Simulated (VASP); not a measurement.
Wanted: the native input for a VASP 6.6.1 run.

| Item | Value |
| --- | --- |
| Task | relaxation of cell and atoms |
| Functional | r2SCAN |
| Potentials or basis | VASP PAW PBE potentials, release 64 (Ga_d, N) |
| Cutoff | 600 eV |
| k mesh | 10 × 10 × 10 |
| Occupations | gaussian, width 0.02 eV |
| Spin | no spin polarisation |
| Dipole correction | no |
| Further INCAR settings | ALGO = Normal; EDIFF = 1e-07; IBRION = 2; EDIFFG = -0.01; NSW = 100; ISIF = 3 |

GaN:

```xyz
2
Lattice="0.0000 2.2535 2.2535 2.2535 0.0000 2.2535 2.2535 2.2535 0.0000" Properties=species:S:1:pos:R:3 pbc="T T T"
Ga    0.0000    0.0000    0.0000
N     3.3803    3.3803    3.3803
```

The input as run:

POSCAR

```
GaN
1.0
    0.0000000000      2.2535006075      2.2535006075
    2.2535006075      0.0000000000      2.2535006075
    2.2535006075      2.2535006075      0.0000000000
Ga N
1 1
Direct
    0.0000000000      0.0000000000      0.0000000000
    0.7500000000      0.7500000000      0.7500000000
```

INCAR.step1

```
SYSTEM = GaN
ALGO = Normal
EDIFF = 1E-4
ENCUT = 600
GGA = PE
ISMEAR = 0
LASPH = .True.
LCHARG = .False.
LREAL = .False.
LWAVE = .True.
NELM = 60
PREC = Accurate
SIGMA = 0.02
```

INCAR.step2

```
SYSTEM = GaN
ALGO = Normal
EDIFF = 1E-7
EDIFFG = -0.01
ENCUT = 600
IBRION = 2
ISIF = 3
ISMEAR = 0
ISTART = 1
LASPH = .True.
LCHARG = .False.
LMIXTAU = .True.
LREAL = .False.
LWAVE = .False.
METAGGA = R2SCAN
NELM = 60
NSW = 100
PREC = Accurate
SIGMA = 0.02
```

KPOINTS

```
k-points
0
Gamma
  10 10 10
  0 0 0
```

Potentials or basis: VASP PAW PBE potentials, release 64 (Ga_d, N).

The run is started by

```console
$ cat potpaw_PBE.64/Ga_d/POTCAR potpaw_PBE.64/N/POTCAR > POTCAR
$ cp INCAR.step1 INCAR
$ mpirun -np 1 vasp_std > vasp.out
$ cp INCAR.step2 INCAR
$ mpirun -np 1 vasp_std > vasp.out
```

Results of the run:

The pressure after relaxing is 0.0 GPa and the band gap on the k mesh is 2.12 eV.

Caveat: the relaxation stopped at its first step, so nothing moved; the PAW data sets were made with another functional, which shifts forces and pressure a little.

It took 44 s on 1 thread of Intel(R) Xeon(R) 6975P-C (Granite Rapids) (shared host), peak memory 0.17 GiB.
